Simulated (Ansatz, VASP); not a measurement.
**AlGa3As4 in VASP and in Ansatz**

```
CELL_PARAMETERS angstrom
5.66272 0.00000 0.00000
0.00000 5.66272 0.00000
0.00000 0.00000 5.66272
ATOMIC_POSITIONS crystal
Al 0.00000 0.00000 0.00000
Ga 0.50000 0.50000 0.00000
Ga 0.50000 0.00000 0.50000
Ga 0.00000 0.50000 0.50000
As 0.74998 0.74998 0.25002
As 0.74998 0.25002 0.74998
As 0.25002 0.74998 0.74998
As 0.25002 0.25002 0.25002
```

Alike in both runs: functional PBEsol; k mesh 6 × 6 × 6; occupations gaussian, width 0.02 eV; no spin polarisation.

Ansatz relaxed the structure, and its values are those at the end. VASP's run is a single point on that final structure, the one shown.

|  | VASP | Ansatz |
| --- | --- | --- |
| version | VASP 6.6.1 | Ansatz 0.2.0 |
| potentials or method | VASP PAW PBE potentials, release 64 (Al, Ga_d, As), cutoff 520 eV | scalar-relativistic, plane waves, PAW |
| valence electrons in the cell | 62 | 102 |

```tsv
	VASP	Ansatz	Ansatz less VASP
gap on the k mesh at the Fermi level (eV)	0.76	0.75	-0.013
least direct gap on the mesh (eV)	0.76	0.75	-0.013
pressure (GPa)	0.2	0.0	-0.18
```

VASP's potentials were made for PBE, not for PBEsol. With one functional, cell and mesh, what is left measures potentials, basis and numerics. VASP's potentials hold 62 valence electrons a cell and Ansatz's 102, so a difference there can come from the potentials and not from the codes.
